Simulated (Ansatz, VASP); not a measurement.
**KBr in VASP and in Ansatz**

```
K Br
1.0
     5.61858    0.00000    0.00000
    -2.80929    4.86583    0.00000
     0.00000    0.00000    6.55383
K Br
2 2
Direct
  0.33333 0.66667 0.93750
  0.66667 0.33333 0.43750
  0.33333 0.66667 0.43750
  0.66667 0.33333 0.93750
```

Alike in both runs: task single point; functional r2SCAN; k mesh 6 × 6 × 4; no spin polarisation.

```csv
,VASP,Ansatz
version,VASP 6.6.1,Ansatz 0.2.0
potentials or method,"VASP PAW PBE potentials, release 64 (K_sv, Br)","plane waves, PAW"
plane-wave cutoff (eV),520,500
occupations,"gaussian, width 0.01 eV",fixed
valence electrons in the cell,32,32
```

```csv
,VASP,Ansatz,Ansatz less VASP
gap on the k mesh at the Fermi level (eV),4.77,4.76,-0.002
pressure (GPa),0.0,0.0,0.00
```

VASP's potentials were made for PBE, not for r2SCAN.
